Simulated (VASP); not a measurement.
# AlGa (Fm-3m) in VASP: a series of runs

Runs on AlGa. Level: PBE. Tasks: single point, relaxation of cell and atoms.

All numbers are computed with VASP 6.6.1; they aren't measurements. Logs are shortened: lines on timing, memory, paths and dates and some standing lists are left out, and cuts for length are marked.

**1. The cell of the first run**

Symmetry: Fm-3m, No. 225, cubic system. The conventional cell has a = 5.317 Å, b = 5.317 Å, c = 5.317 Å, α = 90.00°, β = 90.00°, γ = 90.00°. Al (site symmetry m-3m) has 6 Ga at 2.66 Å within 3.5 Å. Ga (site symmetry m-3m) has 6 Al at 2.66 Å within 3.5 Å.

**2. Single point, PBE**

INCAR

```
ALGO = Fast
EDIFF = 1E-6
ENCUT = 520
GGA = PE
ISIF = 2
ISMEAR = 0
LASPH = T
LCHARG = F
LREAL = F
LWAVE = F
NBANDS = 15
NELM = 100
PREC = Accurate
SIGMA = 0.1
```

KPOINTS

```
k-points
0
Gamma
  6 6 6
```

POSCAR

```
AlGa
1.0
    0.0000000000      2.6585611600      2.6585611600
    2.6585611600      0.0000000000      2.6585611600
    2.6585611600      2.6585611600      0.0000000000
Al Ga
1 1
Direct
    0.5000000000      0.5000000000      0.5000000000
    0.0000000000      0.0000000000      0.0000000000
```

Potentials or basis: VASP PAW PBE potentials, release 64 (Al, Ga_d).

Run with:

```bash
$ cat potpaw_PBE.64/Al/POTCAR potpaw_PBE.64/Ga_d/POTCAR > POTCAR
$ mpirun -np 1 vasp_std > vasp.out
```

OUTCAR:

```text
EDIFF = 1E-6
   ENCUT = 520
   GGA = PE
   ISIF = 2
   ISMEAR = 0
   LASPH = T
   LREAL = F
   NELM = 100
   PREC = Accurate

 ion  position               nearest neighbor table
   1  0.500  0.500  0.500-   2 2.66   2 2.66   2 2.66   2 2.66   2 2.66   2 2.66
   2  0.000  0.000  0.000-   1 2.66   1 2.66   1 2.66   1 2.66   1 2.66   1 2.66

  LATTYP: Found a face centered cubic cell.
 ALAT       =     5.3171223200

  Lattice vectors:

 A1 = (   0.0000000000,   2.6585611600,   2.6585611600)
 A2 = (   2.6585611600,   0.0000000000,   2.6585611600)
 A3 = (   2.6585611600,   2.6585611600,   0.0000000000)

Analysis of symmetry for initial positions (statically):
=====================================================================
 Subroutine PRICEL returns:
 Original cell was already a primitive cell.

 Routine SETGRP: Setting up the symmetry group for a
 face centered cubic supercell.

 Subroutine GETGRP returns: Found 48 space group operations
[... 9 lines left out ...]

 Routine SETGRP: Setting up the symmetry group for a
 face centered cubic supercell.

 Subroutine GETGRP returns: Found 48 space group operations
[... 11 lines left out ...]
                                     Primitive cell

  volume of cell :      37.5811

  direct lattice vectors                    reciprocal lattice vectors
     0.000000000  2.658561160  2.658561160    -0.188071656  0.188071656  0.188071656
     2.658561160  0.000000000  2.658561160     0.188071656 -0.188071656  0.188071656
     2.658561160  2.658561160  0.000000000     0.188071656  0.188071656 -0.188071656

  length of vectors
     3.759773249  3.759773249  3.759773249     0.325749664  0.325749664  0.325749664

  position of ions in fractional coordinates (direct lattice)
     0.500000000  0.500000000  0.500000000
     0.000000000  0.000000000  0.000000000

  ion indices of the primitive-cell ions
   primitive index   ion index
                 1           1
                 2           2

----------------------------------------------------------------------------------------

 KPOINTS: k-points

Automatic generation of k-mesh.
 Grid dimensions read from file:
 generate k-points for:    6    6    6

 Generating k-lattice:

  Cartesian coordinates                     Fractional coordinates (reciprocal lattice)
    -0.031345276  0.031345276  0.031345276     0.166666667  0.000000000  0.000000000
     0.031345276 -0.031345276  0.031345276     0.000000000  0.166666667  0.000000000
[... 57 lines left out ...]
   POTIM  = 0.5000    time-step for ionic-motion
   TEBEG  =    0.0;   TEEND  =   0.0 temperature during run
   PSTRESS=    0.0 pullay stress
   NELECT =      16.0000    total number of electrons
   NUPDOWN=      -1.0000    fix difference up-down
   EMIN   =  10.00;   EMAX   =-10.00  energy-range for DOS
   EFERMI =   0.00;   METHOD = LEGACY
   ISMEAR =     0;   SIGMA  =   0.10  broadening in eV -4-tet -1-fermi 0-gaus
   EFERMI_NEDOS =   21; number of points for ismear=-14 and -15
   IALGO  =     68    algorithm
   IMIX   =      4    mixing-type and parameters
     AMIX     =   0.40;   BMIX     =  1.00
     AMIX_MAG =   1.60;   BMIX_MAG =  1.00
  volume/ion in A,a.u.               =      18.79       126.81
  Fermi-wavevector in a.u.,A,eV,Ry     =   1.231567  2.327325 20.636748  1.516758
  Thomas-Fermi vector in A             =   2.366372
   LORBIT       =      0    0 simple, 1 ext, 2 COOP (PROOUT), +10 PAW based schemes
   GGA     = PE    functional components
   LHFCALC =     F    Hartree Fock is set to
   AEXX    =    0.0000 exact exchange contribution
   IVDW    =     0    specifies the selected vdW correction
   LEPSILON=     F    determine dielectric tensor
   LRPA    =     F    only Hartree local field effects (RPA)
 non-spin polarized calculation
 RMM-DIIS sequential band-by-band and
 Gauss-broadening in eV      SIGMA  =   0.10
  energy-cutoff  :      520.00
  volume of cell :       37.58
 maximum number of plane-waves:      1020
   NGX = 13   NGY = 13   NGZ = 13

 number of electron      15.9999985 magnetization

 Free energy of the ion-electron system (eV)
  ---------------------------------------------------
  ext. energy  EPLUGINS =         0.00000000
  ---------------------------------------------------
  free energy    TOTEN  =        -6.22395970 eV

  energy without entropy =       -6.21612286  energy(sigma->0) =       -6.22004128

 E-fermi :   5.7465     XC(G=0): -10.3134

 val. band max:        5.7292852578   @ k =  -0.1667   0.1667   0.0000
 cond. band min:       5.8607821648   @ k =   0.5000   0.1667   0.0000
 fundamental gap:      0.1314969071
 Fermi energy:         5.7464629149

 k-point     1 :       0.0000    0.0000    0.0000
  band No.  band energies     occupation
      1      -8.9553      2.00000
      2      -8.9553      2.00000
      3      -8.9217      2.00000
      4      -8.9217      2.00000
      5      -8.9217      2.00000
      6      -4.7183      2.00000
      7       8.7200      0.00000
      8       8.7200      0.00000
      9       8.7200      0.00000
     10      11.9523      0.00000
     11      12.6933      0.00000
     12      12.6933      0.00000
     13      12.6933      0.00000
     14      15.3304      0.00000
[... 257 lines left out ...]
      2      -8.9443      2.00000
      3      -8.9299      2.00000
      4      -8.8902      2.00000
      5      -8.8692      2.00000
      6       0.2078      2.00000
      7       1.9845      2.00000
      8       2.5678      2.00000
      9       3.5885      2.00000
     10       9.1560      0.00000
     11      11.5267      0.00000
     12      13.9557      0.00000
     13      16.3531      0.00000
     14      19.6505      0.00000
     15      21.3043      0.00000

------------------------ aborting loop because EDIFF is reached ----------------------------------------

  FORCE on cell =-STRESS in cart. coord.  units (eV):
  Direction    XX          YY          ZZ          XY          YZ          ZX
  --------------------------------------------------------------------------------------
  -------------------------------------------------------------------------------------
  Total        0.5279537      0.5279537      0.5279537     -0.0000000      0.0000000     -0.0000000
  in kB       22.5079781     22.5079781     22.5079781     -0.0000000      0.0000000     -0.0000000
  external PRESSURE =      22.5079781 kB  Pullay stress =       0.0000000 kB

 VOLUME and BASIS-vectors are now :
 -----------------------------------------------------------------------------
  energy-cutoff  :      520.00
  volume of cell :       37.58
      direct lattice vectors                 reciprocal lattice vectors
     0.000000000  2.658561160  2.658561160    -0.188071656  0.188071656  0.188071656
     2.658561160  0.000000000  2.658561160     0.188071656 -0.188071656  0.188071656
     2.658561160  2.658561160  0.000000000     0.188071656  0.188071656 -0.188071656

 POSITION                                       TOTAL-FORCE (eV/Angst)
 -----------------------------------------------------------------------------------
      2.65856      2.65856      2.65856        -0.000000      0.000000     -0.000000
      0.00000      0.00000      0.00000         0.000000     -0.000000      0.000000
 -----------------------------------------------------------------------------------
    total drift:                               -0.000000     -0.000000      0.000000

  FREE ENERGIE OF THE ION-ELECTRON SYSTEM (eV)
  ---------------------------------------------------
  free  energy   TOTEN  =        -6.2239596961 eV

  energy  without entropy=       -6.2161228595  energy(sigma->0) =       -6.22004128
```

It took 8.7 s on 1 thread of AMD EPYC 7R43 (Zen 3), shared host; peak memory 0.11 GiB.

Results:

| Item | Value |
| --- | --- |
| Free energy | -6.2240 eV |
| Pressure | 2.3 GPa |
| Band gap on the k mesh | zero (band 8 reaches 8.72 eV, above the bottom of band 9 at 3.59 eV) |

**3. Single point, PBE**

This run uses another cell than the first one, of 19.39 Å³/atom, 1.032 times its volume.

INCAR

```
SYSTEM = AlGa
PREC     = Accurate       ! precision mode
ENCUT    = 520            ! plane-wave cutoff, eV
EDIFF    = 1E-6           ! SCF threshold, eV
ISMEAR   = 0              ! smearing method
SIGMA    = 0.1            ! smearing width, eV
LREAL    = .False.        ! projectors in reciprocal space
LASPH    = .True.         ! aspherical terms in the spheres
NELM     = 80             ! most SCF steps
ALGO     = Normal         ! electronic algorithm
ISIF     = 2              ! what is computed and relaxed
LWAVE    = .False.        ! write WAVECAR
LCHARG   = .False.        ! write CHGCAR
GGA      = PE             ! functional
NBANDS   = 15             ! bands
```

KPOINTS

```
regular mesh
0
Gamma
  6 6 6
  0 0 0
```

POSCAR

```
AlGa
1.0
    0.0000000000      2.6865345188      2.6865345188
    2.6865345188      0.0000000000      2.6865345188
    2.6865345188      2.6865345188      0.0000000000
Al Ga
1 1
Direct
    0.5000000000      0.5000000000      0.5000000000
    0.0000000000      0.0000000000      0.0000000000
```

Potentials or basis: VASP PAW PBE potentials, release 64 (Al, Ga_d).

Run with:

```bash
$ cat potpaw_PBE.64/Al/POTCAR potpaw_PBE.64/Ga_d/POTCAR > POTCAR
$ mpirun -np 1 vasp_std > vasp.out
```

Run time: 6.7 s. Hardware: 1 thread of AMD EPYC 7R43 (Zen 3), shared host; peak memory 0.12 GiB.

Results (log left out):

```yaml
Free_energy: -6.2333 eV
Pressure: 0.2 GPa
Band_gap_on_the_k_mesh: zero (band 8 reaches 8.35 eV, above the bottom of band 9 at 3.39 eV)
```

Levels at points of the mesh, in eV from the Fermi level:
| k point | band 6 | band 7 | band 8 | band 9 | band 10 | band 11 |
| --- | --- | --- | --- | --- | --- | --- |
| (0.00, 0.00, 0.00) | -10.27 | 2.88 | 2.88 | 2.88 | 5.76 | 6.88 |
| (0.50, 0.00, 0.00) | -6.83 | -6.00 | 2.73 | 2.73 | 3.78 | 3.78 |
| (0.50, 0.50, 0.00) | -5.92 | -4.21 | -0.60 | -0.60 | -0.51 | 3.18 |

**4. Relaxation of cell and atoms, PBE**

INCAR

```
PREC = Accurate
ENCUT = 600
EDIFF = 1E-6
ISMEAR = 0
SIGMA = 0.1
LREAL = False
LASPH = True
NELM = 60
ALGO = Normal
ISIF = 3
LWAVE = False
LCHARG = False
GGA = PE
IBRION = 2
NSW = 90
EDIFFG = -0.04
```

KPOINTS

```
regular mesh
0
Gamma
  6 6 6
```

POSCAR

```
AlGa
1.0
    0.0000000000      2.6585611600      2.6585611600
    2.6585611600      0.0000000000      2.6585611600
    2.6585611600      2.6585611600      0.0000000000
Al Ga
1 1
Direct
    0.5000000000      0.5000000000      0.5000000000
    0.0000000000      0.0000000000      0.0000000000
```

Potentials or basis: VASP PAW PBE potentials, release 64 (Al, Ga_d).

Run with:

```bash
$ cat potpaw_PBE.64/Al/POTCAR potpaw_PBE.64/Ga_d/POTCAR > POTCAR
$ mpirun -np 1 vasp_std > vasp.out
```

OUTCAR:

```text
PREC = Accurate
   ENCUT = 600
   EDIFF = 1E-6
   ISMEAR = 0
   LREAL = False
   LASPH = True
   NELM = 60
   ISIF = 3
   GGA = PE
   IBRION = 2
   NSW = 90
   EDIFFG = -0.04

 ion  position               nearest neighbor table
   1  0.500  0.500  0.500-   2 2.66   2 2.66   2 2.66   2 2.66   2 2.66   2 2.66
   2  0.000  0.000  0.000-   1 2.66   1 2.66   1 2.66   1 2.66   1 2.66   1 2.66

  LATTYP: Found a face centered cubic cell.
 ALAT       =     5.3171223200

  Lattice vectors:

 A1 = (   0.0000000000,   2.6585611600,   2.6585611600)
 A2 = (   2.6585611600,   0.0000000000,   2.6585611600)
 A3 = (   2.6585611600,   2.6585611600,   0.0000000000)

Analysis of symmetry for initial positions (statically):
=====================================================================
 Subroutine PRICEL returns:
 Original cell was already a primitive cell.

 Routine SETGRP: Setting up the symmetry group for a
 face centered cubic supercell.

 Subroutine GETGRP returns: Found 48 space group operations
 (whereof 48 operations were pure point group operations)
 out of a pool of 48 trial point group operations.

The static configuration has the point symmetry O_h .

Analysis of symmetry for dynamics (positions and initial velocities):
=====================================================================
 Subroutine PRICEL returns:
 Original cell was already a primitive cell.

 Routine SETGRP: Setting up the symmetry group for a
 face centered cubic supercell.

 Subroutine GETGRP returns: Found 48 space group operations
 (whereof 48 operations were pure point group operations)
 out of a pool of 48 trial point group operations.

The dynamic configuration has the point symmetry O_h .

 Subroutine INISYM returns: Found 48 space group operations
 (whereof 48 operations are pure point group operations),
 and found     1 'primitive' translations

[... 161 lines left out ...]

  FREE ENERGIE OF THE ION-ELECTRON SYSTEM (eV)
  ---------------------------------------------------
  free  energy   TOTEN  =        -6.2238603449 eV

  energy  without entropy=       -6.2160221152  energy(sigma->0) =       -6.21994123

--------------------------------------- Ionic step        2  -------------------------------------------

 number of electron      15.9999996 magnetization

 Free energy of the ion-electron system (eV)
  ---------------------------------------------------
  ext. energy  EPLUGINS =         0.00000000
  ---------------------------------------------------
  free energy    TOTEN  =        -6.23318364 eV

  energy without entropy =       -6.22373008  energy(sigma->0) =       -6.22845686

 E-fermi :   5.4286     XC(G=0): -10.1570

 val. band max:        5.3780190494   @ k =   0.3333   0.3333   0.0000
 cond. band min:       5.4292682248   @ k =  -0.1667   0.1667   0.0000
 fundamental gap:      0.0512491754
 Fermi energy:         5.4286006487

 k-point     1 :       0.0000    0.0000    0.0000
  band No.  band energies     occupation
      1      -9.2571      2.00000
      2      -9.2571      2.00000
      3      -9.2257      2.00000
      4      -9.2257      2.00000
      5      -9.2257      2.00000
      6      -4.8081      2.00000
      7       8.2877      0.00000
      8       8.2877      0.00000
      9       8.2877      0.00000
     10      11.1156      0.00000
     11      12.3015      0.00000
     12      12.3015      0.00000
[... 211 lines left out ...]
 k-point    16 :      -0.3333    0.5000    0.1667
  band No.  band energies     occupation
      1      -9.3005      2.00000
      2      -9.2473      2.00000
      3      -9.2327      2.00000
      4      -9.1976      2.00000
      5      -9.1791      2.00000
      6      -0.0658      2.00000
      7       1.8013      2.00000
      8       2.2398      2.00000
      9       3.3548      2.00000
     10       8.6723      0.00000
     11      11.1527      0.00000
     12      13.3705      0.00000

------------------------ aborting loop because EDIFF is reached ----------------------------------------

  FORCE on cell =-STRESS in cart. coord.  units (eV):
  Direction    XX          YY          ZZ          XY          YZ          ZX
  --------------------------------------------------------------------------------------
  -------------------------------------------------------------------------------------
  Total       -0.0257272     -0.0257272     -0.0257272      0.0000000     -0.0000000      0.0000000
  in kB       -1.0569634     -1.0569634     -1.0569634      0.0000000     -0.0000000      0.0000000
  external PRESSURE =      -1.0569634 kB  Pullay stress =       0.0000000 kB

 VOLUME and BASIS-vectors are now :
 -----------------------------------------------------------------------------
  energy-cutoff  :      600.00
  volume of cell :       39.00
      direct lattice vectors                 reciprocal lattice vectors
    -0.000000000  2.691560351  2.691560351    -0.185765851  0.185765851  0.185765851
     2.691560351 -0.000000000  2.691560351     0.185765851 -0.185765851  0.185765851
     2.691560351  2.691560351 -0.000000000     0.185765851  0.185765851 -0.185765851

 POSITION                                       TOTAL-FORCE (eV/Angst)
 -----------------------------------------------------------------------------------
      2.69156      2.69156      2.69156         0.000000     -0.000000      0.000000
      2.69156      2.69156     -0.00000        -0.000000      0.000000     -0.000000
 -----------------------------------------------------------------------------------
    total drift:                                0.000000      0.000000      0.000000

  FREE ENERGIE OF THE ION-ELECTRON SYSTEM (eV)
  ---------------------------------------------------
  free  energy   TOTEN  =        -6.2331836420 eV

  energy  without entropy=       -6.2237300838  energy(sigma->0) =       -6.22845686

 reached required accuracy - stopping structural energy minimisation
```

Run time: 12 s. Hardware: 1 thread of AMD EPYC 7R43 (Zen 3), shared host; peak memory 0.13 GiB.

Results:

```yaml
Free_energy: -6.2332 eV
Relaxed_volume: 19.50 Å³/atom
Relaxed_cell: a = 3.806 Å, b = 3.806 Å, c = 3.806 Å, α = 60.00°, β = 60.00°, γ = 60.00°
Space_group_after_relaxing_to_0.05_Å: Fm-3m (No. 225)
Energy_gained_by_relaxing: 4.7 meV/atom
Ionic_steps: 2
Pressure_after_relaxing: -0.1 GPa
Band_gap_on_the_k_mesh: zero (band 8 reaches 8.29 eV, above the bottom of band 9 at 3.35 eV)
```

The path:
| step | energy change (eV) | largest force (eV/Å) | pressure (GPa) | volume (Å³) |
| --- | --- | --- | --- | --- |
| 1 | 0.0000 | 0.0000 | 2.19 | 37.58 |
| 2 | -0.0093 | 0.0000 | -0.11 | 39.00 |

Final structure:
```yaml
crystal:
  lattice:
    - [0.00000, 2.69156, 2.69156]
    - [2.69156, 0.00000, 2.69156]
    - [2.69156, 2.69156, 0.00000]
  atoms:
    - { symbol: Al, position: [0.50000, 0.50000, 0.50000] }
    - { symbol: Ga, position: [0.00000, 0.00000, 0.00000] }
```

(Continued in part 2 of 2.)
